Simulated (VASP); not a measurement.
# Si (P6_3/mmc) in VASP: notebook

The runs below take Si through single point, with r2SCAN.

Program: VASP 6.6.1. These are calculated values, not measurements. Logs are shortened: lines on timing, memory, paths and dates and some standing lists are left out, and cuts for length are marked.

### Step 1. The cell of the first run

Symmetry: P6_3/mmc, No. 194, hexagonal system. The conventional cell has a = 3.851 Å, b = 3.851 Å, c = 6.331 Å, α = 90.00°, β = 90.00°, γ = 120.00°. Si (site symmetry 3m) has 4 Si at 2.36 to 2.37 Å within 3.1 Å.

### Step 2. Single point, r2SCAN (strained cell)

Input file POSCAR:

```
Si
1.0
    3.8512048931      0.0000000000      0.0000000000
   -1.9256024465      3.3352412726      0.0000000000
    0.0000000000      0.0000000000      6.3307915521
Si
4
Direct
    0.3333333333      0.6666666667     -0.0003504873
    0.6666666667      0.3333333333      0.4996495127
    0.3333333333      0.6666666667      0.3743504873
    0.6666666667      0.3333333333      0.8743504873
```

Input file INCAR.step1:

```
ALGO = Normal
EDIFF = 1E-4
ENCUT = 520
GGA = PE
ISMEAR = 0
LASPH = T
LCHARG = F
LREAL = F
LWAVE = T
NBANDS = 16
NELM = 60
PREC = Accurate
SIGMA = 0.02
```

Input file INCAR.step2:

```
ALGO = Normal
EDIFF = 1E-7
ENCUT = 520
ISIF = 2
ISMEAR = 0
ISTART = 1
LASPH = T
LCHARG = F
LMIXTAU = T
LREAL = F
LWAVE = F
METAGGA = R2SCAN
NBANDS = 16
NELM = 60
PREC = Accurate
SIGMA = 0.02
```

Input file KPOINTS:

```
k-points
0
Gamma
  9 9 4
```

Potentials or basis: VASP PAW PBE potentials, release 64 (Si).

Command:

```bash
$ cat potpaw_PBE.64/Si/POTCAR > POTCAR
$ cp INCAR.step1 INCAR
$ mpirun -np 1 vasp_std > vasp.out
$ cp INCAR.step2 INCAR
$ mpirun -np 1 vasp_std > vasp.out
```

OUTCAR:

```text
EDIFF = 1E-7
   ENCUT = 520
   ISIF = 2
   ISMEAR = 0
   ISTART = 1
   LASPH = T
   LREAL = F
   METAGGA = R2SCAN
   NELM = 60
   PREC = Accurate

 ion  position               nearest neighbor table
   1  0.333  0.667  1.000-   4 2.36   4 2.36   4 2.36   3 2.37
   2  0.667  0.333  0.500-   3 2.36   3 2.36   3 2.36   4 2.37
   3  0.333  0.667  0.374-   2 2.36   2 2.36   2 2.36   1 2.37
   4  0.667  0.333  0.874-   1 2.36   1 2.36   1 2.36   2 2.37

  LATTYP: Found a hexagonal cell.
 ALAT       =     3.8512048931
 C/A-ratio  =     1.6438469850

  Lattice vectors:

 A1 = (   3.8512048931,   0.0000000000,   0.0000000000)
 A2 = (  -1.9256024465,   3.3352412726,   0.0000000000)
 A3 = (   0.0000000000,   0.0000000000,   6.3307915521)

Analysis of symmetry for initial positions (statically):
=====================================================================
 Subroutine PRICEL returns:
 Original cell was already a primitive cell.

 Routine SETGRP: Setting up the symmetry group for a
 hexagonal supercell.

 Subroutine GETGRP returns: Found 24 space group operations
 (whereof  6 operations were pure point group operations)
 out of a pool of 24 trial point group operations.

The static configuration has the point symmetry C_3v.
 The point group associated with its full space group is D_6h.

Analysis of symmetry for dynamics (positions and initial velocities):
=====================================================================
 Subroutine PRICEL returns:
 Original cell was already a primitive cell.

 Routine SETGRP: Setting up the symmetry group for a
 hexagonal supercell.

 Subroutine GETGRP returns: Found 24 space group operations
 (whereof  6 operations were pure point group operations)
 out of a pool of 24 trial point group operations.

The dynamic configuration has the point symmetry C_3v.
 The point group associated with its full space group is D_6h.

 Subroutine INISYM returns: Found 24 space group operations
 (whereof  6 operations are pure point group operations),
 and found     1 'primitive' translations

----------------------------------------------------------------------------------------

                                     Primitive cell

  volume of cell :      81.3171

  direct lattice vectors                    reciprocal lattice vectors
     3.851204893  0.000000000  0.000000000     0.259658997  0.149914192  0.000000000
    -1.925602446  3.335241273  0.000000000     0.000000000  0.299828384  0.000000000
     0.000000000  0.000000000  6.330791552     0.000000000  0.000000000  0.157958131

  length of vectors
     3.851204893  3.851204893  6.330791552     0.299828384  0.299828384  0.157958131

  position of ions in fractional coordinates (direct lattice)
     0.333333333  0.666666667  0.999649513
     0.666666667  0.333333333  0.499649513
     0.333333333  0.666666667  0.374350487
     0.666666667  0.333333333  0.874350487

  ion indices of the primitive-cell ions
   primitive index   ion index
                 1           1
                 2           2
                 3           3
                 4           4

----------------------------------------------------------------------------------------

 KPOINTS: k-points

Automatic generation of k-mesh.
 Grid dimensions read from file:
 generate k-points for:    9    9    4

 Generating k-lattice:

  Cartesian coordinates                     Fractional coordinates (reciprocal lattice)
     0.028851000  0.016657132  0.000000000     0.111111111  0.000000000  0.000000000
     0.000000000  0.033314265  0.000000000     0.000000000  0.111111111  0.000000000
     0.000000000  0.000000000  0.039489533     0.000000000  0.000000000  0.250000000

  Length of vectors
     0.033314265  0.033314265  0.039489533

  Shift w.r.t. Gamma in fractional coordinates (k-lattice)
     0.000000000  0.000000000  0.000000000

 Subroutine IBZKPT returns following result:
 ===========================================

 Found     36 irreducible k-points:

 Following reciprocal coordinates:
            Coordinates               Weight
  0.000000  0.000000  0.000000      1.000000
  0.111111 -0.000000  0.000000      6.000000
  0.222222 -0.000000  0.000000      6.000000
  0.333333 -0.000000  0.000000      6.000000
  0.444444 -0.000000  0.000000      6.000000
  0.111111  0.111111  0.000000      6.000000
[... 16 lines left out ...]
  0.333333  0.222222  0.250000     24.000000
  0.333333  0.333333  0.250000      4.000000
 [... further k-points ...]
   k-points           NKPTS =     36   k-points in BZ     NKDIM =     36   number of bands    NBANDS=     16
   number of dos      NEDOS =    301   number of ions     NIONS =      4
   total plane-waves  NPLWV =  43200
   dimension x,y,z NGX =    30 NGY =   30 NGZ =   48
   dimension x,y,z NGXF=    60 NGYF=   60 NGZF=   96
   ions per type =               4
   NGX,Y,Z   is equivalent  to a cutoff of  12.95, 12.95, 12.60 a.u.
   NGXF,Y,Z  is equivalent  to a cutoff of  25.90, 25.90, 25.21 a.u.
 SYSTEM =  unknown system
   PREC   = accura    normal or accurate (medium, high low for compatibility)
   ISTART =      1    job   : 0-new  1-cont  2-samecut
   ICHARG =      0    charge: 1-file 2-atom 10-const
   ISPIN  =      1    spin polarized calculation?
   LNONCOLLINEAR =      F non collinear calculations
   LSORBIT =      F    spin-orbit coupling
   LASPH  =      T    aspherical Exc in radial PAW
   ENCUT  =  520.0 eV  38.22 Ry    6.18 a.u.   7.16  7.16 11.77*2*pi/ulx,y,z
   NELM   =     60;   NELMIN=  2; NELMDL=  0     # of ELM steps
   EDIFF  = 0.1E-06   stopping-criterion for ELM
   LREAL  =      F    real-space projection
   EDIFFG = 0.1E-05   stopping-criterion for IOM
   NSW    =      0    number of steps for IOM
   IBRION =     -1    ionic relax: 0-MD 1-quasi-New 2-CG
   NFREE  =      0    steps in history (QN), initial steepest desc. (CG)
   ISIF   =      2    stress and relaxation
   ISYM   =      2    0-nonsym 1-usesym 2-fastsym
   POTIM  = 0.5000    time-step for ionic-motion
   TEBEG  =    0.0;   TEEND  =   0.0 temperature during run
   PSTRESS=    0.0 pullay stress
   NELECT =      16.0000    total number of electrons
   NUPDOWN=      -1.0000    fix difference up-down
   EMIN   =  10.00;   EMAX   =-10.00  energy-range for DOS
   EFERMI =   0.00;   METHOD = LEGACY
   ISMEAR =     0;   SIGMA  =   0.02  broadening in eV -4-tet -1-fermi 0-gaus
   EFERMI_NEDOS =   21; number of points for ismear=-14 and -15
   IALGO  =     38    algorithm
   IMIX   =      4    mixing-type and parameters
     AMIX     =   0.40;   BMIX     =  1.00
     AMIX_MAG =   1.60;   BMIX_MAG =  1.00
  volume/ion in A,a.u.               =      20.33       137.19
  Fermi-wavevector in a.u.,A,eV,Ry     =   0.952184  1.799367 12.335780  0.906654
  Thomas-Fermi vector in A             =   2.080723
   LORBIT       =      0    0 simple, 1 ext, 2 COOP (PROOUT), +10 PAW based schemes
   METAGGA = R2SCAN    functional components
   LHFCALC =     F    Hartree Fock is set to
   AEXX    =    0.0000 exact exchange contribution
   IVDW    =     0    specifies the selected vdW correction
   LEPSILON=     F    determine dielectric tensor
   LRPA    =     F    only Hartree local field effects (RPA)
 non-spin polarized calculation
 Gauss-broadening in eV      SIGMA  =   0.02
  energy-cutoff  :      520.00
  volume of cell :       81.32
 maximum number of plane-waves:      2210
 NGX is ok and might be reduce to    30
   NGX = 15   NGY = 15   NGZ = 23

 number of electron      16.0000001 magnetization

 Free energy of the ion-electron system (eV)
  ---------------------------------------------------
  ext. energy  EPLUGINS =         0.00000000
  ---------------------------------------------------
  free energy    TOTEN  =       -35.04428372 eV

  energy without entropy =      -35.04428372  energy(sigma->0) =      -35.04428372

 E-fermi :   5.9206     XC(G=0):  -9.7897

 val. band max:        5.8349950213   @ k =   0.0000   0.0000   0.0000
 cond. band min:       6.4916336646   @ k =   0.4444  -0.0000   0.0000
 fundamental gap:      0.6566386433
 Fermi energy:         5.9205562721

 k-point     1 :       0.0000    0.0000    0.0000
  band No.  band energies     occupation
      1      -6.8488      2.00000
      2      -4.4423      2.00000
      3      -1.6161      2.00000
      4       4.2176      2.00000
      5       4.2176      2.00000
      6       5.5165      2.00000
[... 8 lines left out ...]
     15      10.2859      0.00000
     16      12.1076      0.00000

 k-point     2 :       0.1111   -0.0000    0.0000
  band No.  band energies     occupation
      1      -6.6997      2.00000
      2      -4.2894      2.00000
      3      -1.5428      2.00000
      4       3.1436      2.00000
      5       3.9271      2.00000
      6       4.8231      2.00000
[... 8 lines left out ...]
     15      11.0194      0.00000
     16      11.3456      0.00000

 k-point     3 :       0.2222   -0.0000    0.0000
  band No.  band energies     occupation
      1      -6.2597      2.00000
      2      -3.8367      2.00000
      3      -1.4345      2.00000
      4       1.5810      2.00000
      5       3.0451      2.00000
      6       3.3761      2.00000
[... 8 lines left out ...]
     15      12.0333      0.00000
     16      12.2511      0.00000

 k-point     4 :       0.3333   -0.0000    0.0000
  band No.  band energies     occupation
      1      -5.5629      2.00000
      2      -3.1128      2.00000
      3      -1.8013      2.00000
      4       0.7883      2.00000
      5       1.3112      2.00000
      6       2.9111      2.00000
[... 8 lines left out ...]
     15      13.3350      0.00000
     16      13.3426      0.00000

 k-point     5 :       0.4444   -0.0000    0.0000
  band No.  band energies     occupation
      1      -4.7701      2.00000
      2      -2.7137      2.00000
      3      -2.2678      2.00000
      4      -0.0615      2.00000
      5       0.9514      2.00000
      6       2.6597      2.00000
[... 8 lines left out ...]
     15      12.7753      0.00000
     16      14.5261      0.00000

 k-point     6 :       0.1111    0.1111    0.0000
  band No.  band energies     occupation
      1      -6.4048      2.00000
      2      -3.9863      2.00000
      3      -1.4453      2.00000
      4       2.0683      2.00000
      5       3.2607      2.00000
      6       3.6188      2.00000
[... 8 lines left out ...]
     15      10.8266      0.00000
     16      11.7114      0.00000
[... 267 lines left out ...]
 k-point    21 :       0.4444    0.1111    0.2500
  band No.  band energies     occupation
      1      -4.2819      2.00000
      2      -3.1298      2.00000
      3      -2.0706      2.00000
      4      -0.8732      2.00000
      5       1.6997      2.00000
      6       2.4365      2.00000
[... 8 lines left out ...]
     15      13.6584      0.00000
     16      15.1345      0.00000

 k-point    22 :       0.2222    0.2222    0.2500
  band No.  band energies     occupation
      1      -4.9500      2.00000
      2      -3.4634      2.00000
      3      -1.4329      2.00000
      4       0.3079      2.00000
      5       1.6593      2.00000
      6       1.8060      2.00000
[... 8 lines left out ...]
     15      11.4415      0.00000
     16      13.5444      0.00000

 k-point    23 :       0.3333    0.2222    0.2500
  band No.  band energies     occupation
      1      -4.1598      2.00000
      2      -3.0505      2.00000
      3      -1.9297      2.00000
      4      -0.7395      2.00000
      5       1.0856      2.00000
      6       2.3268      2.00000
[... 8 lines left out ...]
     15      12.9251      0.00000
     16      13.5462      0.00000

 k-point    24 :       0.3333    0.3333    0.2500
  band No.  band energies     occupation
      1      -3.4473      2.00000
      2      -3.4473      2.00000
      3      -1.4289      2.00000
      4      -1.4289      2.00000
      5       0.6793      2.00000
      6       1.9714      2.00000
[... 8 lines left out ...]
     15      12.9823      0.00000
     16      13.1381      0.00000

 [... further k-points ...]

------------------------ aborting loop because EDIFF is reached ----------------------------------------

  FORCE on cell =-STRESS in cart. coord.  units (eV):
  Direction    XX          YY          ZZ          XY          YZ          ZX
  --------------------------------------------------------------------------------------
  -------------------------------------------------------------------------------------
  Total       -0.7021941     -0.7021941     -0.1094517     -0.0000000      0.0000000      0.0000000
  in kB      -13.8352127    -13.8352127     -2.1565088     -0.0000000      0.0000000      0.0000000
  external PRESSURE =      -9.9423114 kB  Pullay stress =       0.0000000 kB

 VOLUME and BASIS-vectors are now :
 -----------------------------------------------------------------------------
  energy-cutoff  :      520.00
  volume of cell :       81.32
      direct lattice vectors                 reciprocal lattice vectors
     3.851204893  0.000000000  0.000000000     0.259658997  0.149914192  0.000000000
    -1.925602446  3.335241273  0.000000000     0.000000000  0.299828384  0.000000000
     0.000000000  0.000000000  6.330791552     0.000000000  0.000000000  0.157958131

 POSITION                                       TOTAL-FORCE (eV/Angst)
 -----------------------------------------------------------------------------------
     -0.00000      2.22349      6.32857        -0.000000     -0.000000     -0.001875
      1.92560      1.11175      3.16318         0.000000     -0.000000     -0.001875
     -0.00000      2.22349      2.36993        -0.000000     -0.000000      0.001875
      1.92560      1.11175      5.53533         0.000000      0.000000      0.001875
 -----------------------------------------------------------------------------------
    total drift:                               -0.000000      0.000000      0.000409

  FREE ENERGIE OF THE ION-ELECTRON SYSTEM (eV)
  ---------------------------------------------------
  free  energy   TOTEN  =       -35.0442837196 eV

  energy  without entropy=      -35.0442837196  energy(sigma->0) =      -35.04428372
```

Wall time 70 s (1 thread of Intel Xeon 6975P-C (Granite Rapids), shared host); peak memory 0.2 GiB.

Results:

| Quantity | Value |
| --- | --- |
| Free energy | -35.0443 eV |
| Pressure | -1.0 GPa |
| Band gap on the k mesh | 0.66 eV, indirect (least direct gap 1.28 eV) |

Levels at points of the mesh, in eV from the valence-band top:
```csv
k point,band 4,band 5,band 6,band 7,band 8,band 9,band 10,band 11,band 12,band 13
"(0.00, 0.00, 0.00)",-1.62,-1.62,-0.32,0.00,0.00,1.28,2.16,2.16,2.66,3.96
"(0.00, 0.00, 0.50)",-4.32,-0.99,-0.99,-0.99,-0.99,2.08,2.08,3.20,3.20,3.20
```

Caveat: the cell differs from its parent crystal (strained cell); the PAW data sets were made with another functional, which shifts forces and pressure a little. A k mesh can miss the band edges.

### Step 3. Single point, r2SCAN

POSCAR is that of step 2.

Input file INCAR.step1:

```
ALGO = Normal ; EDIFF = 1E-4
ENCUT = 520 ; GGA = PE
ISMEAR = 0 ; LASPH = True
LCHARG = False ; LREAL = False
LWAVE = True ; NBANDS = 16
NELM = 60 ; PREC = Accurate
SIGMA = 0.01
```

Input file INCAR.step2:

```
ALGO = Normal ; EDIFF = 1E-6
ENCUT = 520 ; ISIF = 2
ISMEAR = 0 ; ISTART = 1
LASPH = True ; LCHARG = True
LELF = True ; LMIXTAU = True
LREAL = False ; LVHAR = True
LWAVE = False ; METAGGA = R2SCAN
NBANDS = 16 ; NELM = 60
PREC = Accurate ; SIGMA = 0.01
```

KPOINTS is that of step 2.

Potentials or basis: VASP PAW PBE potentials, release 64 (Si).

Command:

```bash
$ cat potpaw_PBE.64/Si/POTCAR > POTCAR
$ cp INCAR.step1 INCAR
$ mpirun -np 1 vasp_std > vasp.out
$ cp INCAR.step2 INCAR
$ mpirun -np 1 vasp_std > vasp.out
```

It took 61 s on 1 thread of Intel Xeon 6975P-C (Granite Rapids), shared host; peak memory 0.2 GiB.

Results (log left out):

```
Free energy            : -35.0443 eV
Pressure               : -1.0 GPa
Band gap on the k mesh : 0.66 eV, indirect (least direct gap 1.28 eV)
```

Stress tensor (GPa, compression positive):
```
-1.39  0.00  0.00
 0.00 -1.39  0.00
 0.00  0.00 -0.22
```

Levels at points of the mesh, in eV from the valence-band top:
| k point | band 6 | band 7 | band 8 | band 9 | band 10 | band 11 |
| --- | --- | --- | --- | --- | --- | --- |
| (0.00, 0.00, 0.00) | -0.32 | 0.00 | 0.00 | 1.28 | 2.16 | 2.16 |
| (0.00, 0.00, 0.50) | -0.99 | -0.99 | -0.99 | 2.08 | 2.08 | 3.20 |

Caveat: the PAW data sets were made with another functional, which shifts forces and pressure a little. A k mesh can miss the band edges.

### Step 4. Single point, r2SCAN

POSCAR is that of step 3.

Input file INCAR.step1:

```
SYSTEM = Si
  PREC = Accurate
  ENCUT = 520
  ISMEAR = 0
  SIGMA = 0.01
  LREAL = .FALSE.
  LASPH = .TRUE.
  NELM = 80
  NBANDS = 16
  GGA = PE
  ALGO = Normal
  EDIFF = 1E-4
  LWAVE = .TRUE.
  LCHARG = .FALSE.
```

Input file INCAR.step2:

```
SYSTEM = Si
  PREC = Accurate
  ENCUT = 520
  EDIFF = 1E-6
  ISMEAR = 0
  SIGMA = 0.01
  LREAL = .FALSE.
  LASPH = .TRUE.
  NELM = 80
  ALGO = Normal
  ISIF = 2
  LWAVE = .FALSE.
  LCHARG = .FALSE.
  METAGGA = R2SCAN
  LMIXTAU = .TRUE.
  NBANDS = 16
  ISTART = 1
```

Input file KPOINTS:

```
regular mesh
0
G
  9 9 4
  0 0 0
```

Command:

```bash
$ cat potpaw_PBE.64/Si/POTCAR > POTCAR
$ cp INCAR.step1 INCAR
$ mpirun -np 1 vasp_std > vasp.out
$ cp INCAR.step2 INCAR
$ mpirun -np 1 vasp_std > vasp.out
```

It took 68 s on 1 thread of Intel Xeon 6975P-C (Granite Rapids), shared host; peak memory 0.2 GiB.

It converged, with:

| Quantity | Value |
| --- | --- |
| Free energy | -35.0443 eV |
| Pressure | -1.0 GPa |
| Band gap on the k mesh | 0.66 eV, indirect (least direct gap 1.28 eV) |

Stress tensor (GPa, compression positive):
```
-1.39  0.00  0.00
 0.00 -1.39  0.00
 0.00  0.00 -0.22
```

Levels at points of the mesh, in eV from the valence-band top:
| k point | band 4 | band 5 | band 6 | band 7 | band 8 | band 9 | band 10 | band 11 | band 12 | band 13 |
| --- | --- | --- | --- | --- | --- | --- | --- | --- | --- | --- |
| (0.00, 0.00, 0.00) | -1.62 | -1.62 | -0.32 | 0.00 | 0.00 | 1.28 | 2.16 | 2.16 | 2.66 | 3.96 |
| (0.00, 0.00, 0.50) | -4.32 | -0.99 | -0.99 | -0.99 | -0.99 | 2.08 | 2.08 | 3.20 | 3.20 | 3.20 |

Caveat: the PAW data sets were made with another functional, which shifts forces and pressure a little. A k mesh can miss the band edges.
